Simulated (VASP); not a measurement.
# Zn7Se8 (a cell with a defect) in VASP: a series of runs

The runs below take Zn7Se8 (a cell with a defect) through single point, with PBE.

Everything below comes from runs of VASP 6.6.1. Logs are shortened: lines on timing, memory, paths and dates and some standing lists are left out, and cuts for length are marked.

**1. The cell of the first run**

The cell holds a defect, 15 atoms: a = 8.106 Å, b = 8.106 Å, c = 8.106 Å, α = 60.00°, β = 60.00°, γ = 60.00°.

**2. Single point, PBE**

Input file INCAR:

```
ALGO     = Normal         # electronic algorithm
EDIFF    = 1E-6           # SCF threshold, eV
ENCUT    = 520            # plane-wave cutoff, eV
GGA      = PE             # functional
ISIF     = 2              # what is computed and relaxed
ISMEAR   = 0              # smearing method
LASPH    = True           # aspherical terms in the spheres
LCHARG   = True           # write CHGCAR
LELF     = True           # ELF
LREAL    = Auto         
LVHAR    = True         
LWAVE    = False          # write WAVECAR
NBANDS   = 79             # bands
NELECT   = 134.0        
NELM     = 60             # most SCF steps
PREC     = Accurate       # precision mode
SIGMA    = 0.02           # smearing width, eV
```

Input file KPOINTS:

```
k-points
0
Gamma
  2 2 2
```

Input file POSCAR:

```
Zn7Se8
1.0
    0.0000000000      5.7317611763     -5.7317611763
    5.7317611763      5.7317611763      0.0000000000
    5.7317611763      0.0000000000     -5.7317611763
Zn Se
7 8
Direct
    0.5138910903      0.0987774931      0.0138917163
    0.9792721342      0.5003156817     -0.0150979773
    1.0445137744     -0.0052281487     -0.0128701280
    0.4849026180      0.5003155072      0.4792717134
    0.4871300311     -0.0052284104      0.5445141387
    1.0120787174      0.4805808224      0.5120786456
    0.9989718385      0.0021668733      0.4989719411
    0.3801534001      0.3626278967      0.3536482833
    0.3788666229      0.8910128742      0.3716498184
    0.8663078149      0.3809971199      0.3663073941
    0.8805201132      0.8644173837      0.3805200414
    0.3458733606      0.4360261049      0.8458730835
    0.4022208758      0.8645777184      0.9022212966
    0.8536482679      0.3626281584      0.8801532103
    0.8716493668      0.8910130487      0.8788666947
```

Potentials or basis: VASP PAW PBE potentials, release 64 (Zn, Se).

Command:

```
cat potpaw_PBE.64/Zn/POTCAR potpaw_PBE.64/Se/POTCAR > POTCAR
mpirun -np 1 vasp_std > vasp.out
```

OUTCAR:

```text
EDIFF = 1E-6
   ENCUT = 520
   GGA = PE
   ISIF = 2
   ISMEAR = 0
   LASPH = True
   LREAL = Auto
   NELECT = 134.0
   NELM = 60
   PREC = Accurate

 ion  position               nearest neighbor table
   1  0.514  0.099  0.014-  12 2.36   9 2.50  15 2.50
   2  0.979  0.500  0.985-  14 2.44  12 2.46  10 2.53  15 2.61
   3  0.045  0.995  0.987-  13 2.38  14 2.49  15 2.57  11 2.62
   4  0.485  0.500  0.479-   8 2.44  12 2.46  10 2.53   9 2.61
   5  0.487  0.995  0.545-  13 2.38   8 2.49   9 2.57  11 2.62
   6  0.012  0.481  0.512-  14 2.45   8 2.45  11 2.54  10 2.60
   7  0.999  0.002  0.499-  11 2.48  10 2.51  15 2.52   9 2.52
   8  0.380  0.363  0.354-   4 2.44   6 2.45   5 2.49
   9  0.379  0.891  0.372-   1 2.50   7 2.52   5 2.57   4 2.61
  10  0.866  0.381  0.366-   7 2.51   4 2.53   2 2.53   6 2.60
  11  0.881  0.864  0.381-   7 2.48   6 2.54   5 2.62   3 2.62
  12  0.346  0.436  0.846-   1 2.36   2 2.46   4 2.46
  13  0.402  0.865  0.902-   5 2.38   3 2.38
  14  0.854  0.363  0.880-   2 2.44   6 2.45   3 2.49
  15  0.872  0.891  0.879-   1 2.50   7 2.52   3 2.57   2 2.61

  LATTYP: Found a face centered cubic cell.
 ALAT       =    11.4635223526

  Lattice vectors:

 A1 = (   0.0000000000,   5.7317611763,  -5.7317611763)
 A2 = (   5.7317611763,   5.7317611763,   0.0000000000)
 A3 = (   5.7317611763,   0.0000000000,  -5.7317611763)

Analysis of symmetry for initial positions (statically):
=====================================================================
 Subroutine PRICEL returns:
 Original cell was already a primitive cell.

 Routine SETGRP: Setting up the symmetry group for a
 face centered cubic supercell.

 Subroutine GETGRP returns: Found  2 space group operations
 (whereof  1 operations were pure point group operations)
 out of a pool of 48 trial point group operations.

The static configuration has the point symmetry C_1 .
 The point group associated with its full space group is C_1h.

Analysis of symmetry for dynamics (positions and initial velocities):
=====================================================================
 Subroutine PRICEL returns:
 Original cell was already a primitive cell.

 Routine SETGRP: Setting up the symmetry group for a
 face centered cubic supercell.

 Subroutine GETGRP returns: Found  2 space group operations
 (whereof  1 operations were pure point group operations)
 out of a pool of 48 trial point group operations.

The dynamic configuration has the point symmetry C_1 .
 The point group associated with its full space group is C_1h.

 Subroutine INISYM returns: Found  2 space group operations
 (whereof  1 operations are pure point group operations),
 and found     1 'primitive' translations

----------------------------------------------------------------------------------------

                                     Primitive cell

  volume of cell :     376.6121

  direct lattice vectors                    reciprocal lattice vectors
     0.000000000  5.731761176 -5.731761176    -0.087233223  0.087233223 -0.087233223
     5.731761176  5.731761176  0.000000000     0.087233223  0.087233223  0.087233223
     5.731761176  0.000000000 -5.731761176     0.087233223 -0.087233223 -0.087233223

  length of vectors
     8.105934392  8.105934392  8.105934392     0.151092374  0.151092374  0.151092374

  position of ions in fractional coordinates (direct lattice)
     0.513891090  0.098777493  0.013891716
     0.979272134  0.500315682  0.984902023
     0.044513774  0.994771851  0.987129872
     0.484902618  0.500315507  0.479271713
     0.487130031  0.994771590  0.544514139
     0.012078717  0.480580822  0.512078646
     0.998971838  0.002166873  0.498971941
     0.380153400  0.362627897  0.353648283
     0.378866623  0.891012874  0.371649818
     0.866307815  0.380997120  0.366307394
     0.880520113  0.864417384  0.380520041
     0.345873361  0.436026105  0.845873084
     0.402220876  0.864577718  0.902221297
     0.853648268  0.362628158  0.880153210
     0.871649367  0.891013049  0.878866695

  ion indices of the primitive-cell ions
   primitive index   ion index
                 1           1
                 2           2
                 3           3
                 4           4
                 5           5
                 6           6
                 7           7
                 8           8
                 9           9
                10          10
                11          11
                12          12
                13          13
                14          14
                15          15

----------------------------------------------------------------------------------------

 KPOINTS: k-points

Automatic generation of k-mesh.
 Grid dimensions read from file:
 generate k-points for:    2    2    2

 Generating k-lattice:

  Cartesian coordinates                     Fractional coordinates (reciprocal lattice)
    -0.043616611  0.043616611 -0.043616611     0.500000000  0.000000000  0.000000000
     0.043616611  0.043616611  0.043616611     0.000000000  0.500000000  0.000000000
     0.043616611 -0.043616611 -0.043616611     0.000000000  0.000000000  0.500000000

  Length of vectors
     0.075546187  0.075546187  0.075546187

  Shift w.r.t. Gamma in fractional coordinates (k-lattice)
     0.000000000  0.000000000  0.000000000

 Subroutine IBZKPT returns following result:
 ===========================================

 Found      6 irreducible k-points:

 Following reciprocal coordinates:
            Coordinates               Weight
  0.000000  0.000000  0.000000      1.000000
  0.500000  0.000000  0.000000      2.000000
  0.000000  0.500000  0.000000      1.000000
  0.500000  0.500000  0.500000      1.000000
  0.500000  0.500000  0.000000      2.000000
  0.500000  0.000000  0.500000      1.000000
   k-points           NKPTS =      6   k-points in BZ     NKDIM =      6   number of bands    NBANDS=     79
   number of dos      NEDOS =    301   number of ions     NIONS =     15
   total plane-waves  NPLWV = 216000
   dimension x,y,z NGX =    60 NGY =   60 NGZ =   60
   dimension x,y,z NGXF=   120 NGYF=  120 NGZF=  120
   ions per type =               7   8
   NGX,Y,Z   is equivalent  to a cutoff of  12.31, 12.31, 12.31 a.u.
   NGXF,Y,Z  is equivalent  to a cutoff of  24.61, 24.61, 24.61 a.u.
 SYSTEM =  unknown system
   PREC   = accura    normal or accurate (medium, high low for compatibility)
   ISTART =      0    job   : 0-new  1-cont  2-samecut
   ICHARG =      2    charge: 1-file 2-atom 10-const
   ISPIN  =      1    spin polarized calculation?
   LNONCOLLINEAR =      F non collinear calculations
   LSORBIT =      F    spin-orbit coupling
   LASPH  =      T    aspherical Exc in radial PAW
   ENCUT  =  520.0 eV  38.22 Ry    6.18 a.u.  15.07 15.07 15.07*2*pi/ulx,y,z
   NELM   =     60;   NELMIN=  2; NELMDL= -5     # of ELM steps
   EDIFF  = 0.1E-05   stopping-criterion for ELM
   LREAL  =      T    real-space projection
   EDIFFG = 0.1E-04   stopping-criterion for IOM
   NSW    =      0    number of steps for IOM
   IBRION =     -1    ionic relax: 0-MD 1-quasi-New 2-CG
   NFREE  =      0    steps in history (QN), initial steepest desc. (CG)
   ISIF   =      2    stress and relaxation
   ISYM   =      2    0-nonsym 1-usesym 2-fastsym
   POTIM  = 0.5000    time-step for ionic-motion
   TEBEG  =    0.0;   TEEND  =   0.0 temperature during run
   PSTRESS=    0.0 pullay stress
   NELECT =     134.0000    total number of electrons
   NUPDOWN=      -1.0000    fix difference up-down
   EMIN   =  10.00;   EMAX   =-10.00  energy-range for DOS
   EFERMI =   0.00;   METHOD = LEGACY
   ISMEAR =     0;   SIGMA  =   0.02  broadening in eV -4-tet -1-fermi 0-gaus
   EFERMI_NEDOS =   21; number of points for ismear=-14 and -15
   IALGO  =     38    algorithm
   IMIX   =      4    mixing-type and parameters
     AMIX     =   0.40;   BMIX     =  1.00
     AMIX_MAG =   1.60;   BMIX_MAG =  1.00
  volume/ion in A,a.u.               =      25.11       169.43
  Fermi-wavevector in a.u.,A,eV,Ry     =   1.160054  2.192185 18.309716  1.345726
  Thomas-Fermi vector in A             =   2.296641
   LORBIT       =      0    0 simple, 1 ext, 2 COOP (PROOUT), +10 PAW based schemes
   GGA     = PE    functional components
   LHFCALC =     F    Hartree Fock is set to
   AEXX    =    0.0000 exact exchange contribution
   IVDW    =     0    specifies the selected vdW correction
   LEPSILON=     F    determine dielectric tensor
   LRPA    =     F    only Hartree local field effects (RPA)
 non-spin polarized calculation
 Gauss-broadening in eV      SIGMA  =   0.02
  energy-cutoff  :      520.00
  volume of cell :      376.61
 maximum number of plane-waves:     10190
   NGX = 31   NGY = 31   NGZ = 31

 number of electron     133.9999989 magnetization

 Free energy of the ion-electron system (eV)
  ---------------------------------------------------
  ext. energy  EPLUGINS =         0.00000000
  ---------------------------------------------------
  free energy    TOTEN  =       -40.82490805 eV

  energy without entropy =      -40.82490805  energy(sigma->0) =      -40.82490805

 E-fermi :   1.6814     XC(G=0):  -9.0419

 val. band max:        1.5937202257   @ k =   0.0000   0.0000   0.0000
 cond. band min:       2.0953921117   @ k =   0.0000   0.0000   0.0000
 fundamental gap:      0.5016718860
 Fermi energy:         1.6813643128

 k-point     1 :       0.0000    0.0000    0.0000
  band No.  band energies     occupation
      1     -11.9018      2.00000
      2     -11.2760      2.00000
      3     -11.2691      2.00000
      4     -11.1301      2.00000
      5     -10.9526      2.00000
      6     -10.7572      2.00000
[... 71 lines left out ...]
     78       6.5442      0.00000
     79       6.7500      0.00000
[... 408 lines left out ...]
     78       6.4596      0.00000
     79       6.6883      0.00000

------------------------ aborting loop because EDIFF is reached ----------------------------------------

  FORCE on cell =-STRESS in cart. coord.  units (eV):
  Direction    XX          YY          ZZ          XY          YZ          ZX
  --------------------------------------------------------------------------------------
  -------------------------------------------------------------------------------------
  Total       11.2230444     11.2230444     12.1276052     -0.4189326     -0.0480527     -0.0480538
  in kB       47.7449024     47.7449024     51.5930708     -1.7822166     -0.2044249     -0.2044299
  external PRESSURE =      49.0276252 kB  Pullay stress =       0.0000000 kB

 VOLUME and BASIS-vectors are now :
 -----------------------------------------------------------------------------
  energy-cutoff  :      520.00
  volume of cell :      376.61
      direct lattice vectors                 reciprocal lattice vectors
     0.000000000  5.731761176 -5.731761176    -0.087233223  0.087233223 -0.087233223
     5.731761176  5.731761176  0.000000000     0.087233223  0.087233223  0.087233223
     5.731761176  0.000000000 -5.731761176     0.087233223 -0.087233223 -0.087233223

 POSITION                                       TOTAL-FORCE (eV/Angst)
 -----------------------------------------------------------------------------------
      0.64579      3.51167     -3.02513        -0.713251     -0.713251      0.330960
      8.51291      8.48064    -11.25818        -0.088323     -0.004501     -0.045394
     11.35979      5.95694     -5.91314         0.117039      0.077182      0.008393
      5.61476      5.64704     -5.52642        -0.004501     -0.088323     -0.045394
      8.82282      8.49391     -5.91314         0.077182      0.117039      0.008393
      5.68969      2.82381     -3.00434         0.032153      0.032153     -0.061368
      2.87241      5.73829     -8.58586         0.018975      0.018975      0.070856
      4.10552      4.25744     -4.20598         0.050135      0.069173      0.031391
      7.23728      7.27865     -4.30178         0.049036     -0.058285     -0.081420
      4.28337      7.14925     -7.06506         0.025209      0.025209     -0.020967
      7.13568     10.00156     -7.22798         0.012766      0.012766      0.036103
      7.34754      4.48166     -6.83081         0.264907      0.264907     -0.124636
     10.12687      7.26099     -7.47675         0.147785      0.147785     -0.056886
      7.12333      6.97141     -9.93774         0.069173      0.050135      0.031391
     10.14453     10.10316    -10.03354        -0.058285      0.049036     -0.081420
 -----------------------------------------------------------------------------------
    total drift:                               -0.016735     -0.013207      0.003785

  FREE ENERGIE OF THE ION-ELECTRON SYSTEM (eV)
  ---------------------------------------------------
  free  energy   TOTEN  =       -40.8249080516 eV

  energy  without entropy=      -40.8249080516  energy(sigma->0) =      -40.82490805
```

It took 5.2 min on 1 thread of Intel Xeon Platinum 8488C (Sapphire Rapids), shared host; peak memory 0.52 GiB.

Results:

```yaml
Free_energy: -40.8249 eV
Largest_force: 1.062 eV/Å
```

Forces on the atoms (eV/Å):
```
Zn  -0.713 -0.713  0.331
Zn  -0.088 -0.005 -0.045
Zn   0.117  0.077  0.008
Zn  -0.005 -0.088 -0.045
Zn   0.077  0.117  0.008
Zn   0.032  0.032 -0.061
Zn   0.019  0.019  0.071
Se   0.050  0.069  0.031
Se   0.049 -0.058 -0.081
Se   0.025  0.025 -0.021
Se   0.013  0.013  0.036
Se   0.265  0.265 -0.125
Se   0.148  0.148 -0.057
Se   0.069  0.050  0.031
Se  -0.058  0.049 -0.081
```

Caveat: the k points lie up to 0.47 Å⁻¹ apart; the cell carries a net charge on a neutralising background, which shifts energy and pressure; the cell is charged against a uniform background, so pressure and absolute levels hang on convention.

**3. Single point, PBE**

Input file INCAR:

```
SYSTEM = Zn7Se8
PREC = Accurate
ENCUT = 520
EDIFF = 1E-6
ISMEAR = 0
SIGMA = 0.02
LREAL = Auto
LASPH = .True.
NELM = 60
ALGO = Normal
ISIF = 2
LWAVE = .False.
LCHARG = .False.
GGA = PE
NELECT = 134.0
NBANDS = 79
```

Input file KPOINTS:

```
Automatic mesh
0
Gamma
  2 2 2
  0 0 0
```

Input file POSCAR:

```
Zn7Se8
1.0
    0.0000000000      5.7317611763     -5.7317611763
    5.7317611763      5.7317611763      0.0000000000
    5.7317611763      0.0000000000     -5.7317611763
Zn Se
7 8
Direct
    0.5135576849      0.3722918549      0.0135584854
    0.9797062067      0.5355608696     -0.0152581375
    1.0445099361     -0.0256763140     -0.0128748386
    0.4847425450      0.5355607824      0.4797058732
    0.4871253205     -0.0256765757      0.5445103004
    0.9991486602      0.5004118999      0.4991485884
    1.0118753768     -0.0036931057      0.5118753049
    0.3789871792      0.3588647427      0.3710732067
    0.3801034155      0.9035388671      0.3541708975
    0.8663121765      0.3871561343      0.3663117557
    0.8805521278      0.8751684422      0.3805522304
    0.3459480322      0.3694053948      0.8459479296
    0.4021875527      0.8296833824      0.9021879735
    0.8710727552      0.3588649172      0.8789872510
    0.8541707949      0.9035388671      0.8801033129
```

Potentials or basis: VASP PAW PBE potentials, release 64 (Zn, Se).

Command:

```
cat potpaw_PBE.64/Zn/POTCAR potpaw_PBE.64/Se/POTCAR > POTCAR
mpirun -np 1 vasp_std > vasp.out
```

Run time: 5.2 min. Hardware: 1 thread of Intel Xeon Platinum 8488C (Sapphire Rapids), shared host; peak memory 0.52 GiB.

It converged, with:

```
Free energy   : -40.8208 eV
Largest force : 1.060 eV/Å
```

Forces in eV/Å, atoms in the order of the input:
```
Zn   0.712  0.712  0.331
Zn   0.001  0.088 -0.045
Zn  -0.080 -0.120  0.009
Zn   0.088  0.001 -0.045
Zn  -0.120 -0.080  0.009
Zn  -0.021 -0.021  0.074
Zn  -0.034 -0.034 -0.064
Se   0.057 -0.051 -0.082
Se  -0.072 -0.049  0.033
Se  -0.029 -0.029 -0.021
Se  -0.017 -0.017  0.036
Se  -0.240 -0.240 -0.124
Se  -0.145 -0.145 -0.060
Se  -0.051  0.057 -0.082
Se  -0.049 -0.072  0.033
```

Levels at points of the mesh, in eV from the Fermi level:
```tsv
k point	band 63	band 64	band 65	band 66	band 67	band 68	band 69	band 70	band 71	band 72
(0.00, 0.00, 0.00)	-1.14	-1.02	-0.55	-0.49	-0.14	0.36	1.44	1.68	1.73	2.06
(0.50, 0.00, 0.00)	-1.49	-1.17	-1.11	-0.77	-0.29	1.79	1.90	2.66	2.86	2.91
(0.00, 0.50, 0.00)	-1.56	-1.30	-1.24	-0.62	-0.40	1.41	2.23	2.36	2.93	2.94
(0.50, 0.50, 0.50)	-1.51	-1.04	-0.74	-0.73	-0.65	1.89	2.09	2.58	2.97	2.97
(0.50, 0.50, 0.00)	-1.65	-1.48	-1.17	-0.97	-0.61	2.53	2.99	3.09	3.20	3.31
(0.50, 0.00, 0.50)	-1.72	-1.45	-1.29	-0.94	-0.48	2.58	2.80	3.07	3.15	3.23
```

Caveat: the k points lie up to 0.47 Å⁻¹ apart; the cell carries a net charge on a neutralising background, which shifts energy and pressure; the cell is charged against a uniform background, so pressure and absolute levels hang on convention.
